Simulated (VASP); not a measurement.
Here is a VASP 6.6.1 calculation.

INCAR

```
SYSTEM = Al2Au
PREC = Accurate
ENCUT = 520
EDIFF = 1E-7
ISMEAR = -1
SIGMA = 0.05
LREAL = .False.
LASPH = .True.
NELM = 80
ALGO = Fast
ISIF = 2
LWAVE = .False.
LCHARG = .False.
NBANDS = 16
```

File KPOINTS:

```
regular mesh
0
Gamma
  8 8 8
  0 0 0
```

The input POSCAR:

```
Al2Au
1.0
    0.0000000000      2.9387583261      2.9387583261
    2.9387583261      0.0000000000      2.9387583261
    2.9387583261      2.9387583261      0.0000000000
Au Al
1 2
Direct
    0.0000000000      0.0000000000      0.0000000000
    0.7500000000      0.7500000000      0.7500000000
    0.2500000000      0.2500000000      0.2500000000
```

Potentials or basis: VASP PAW LDA potentials, release 64 (Au, Al).

The run is started by

```console
$ cat potpaw_LDA.64/Au/POTCAR potpaw_LDA.64/Al/POTCAR > POTCAR
$ mpirun -np 1 vasp_std > vasp.out
```

(1) Estimate the pressure.

Answers

(1) 5.4 GPa.
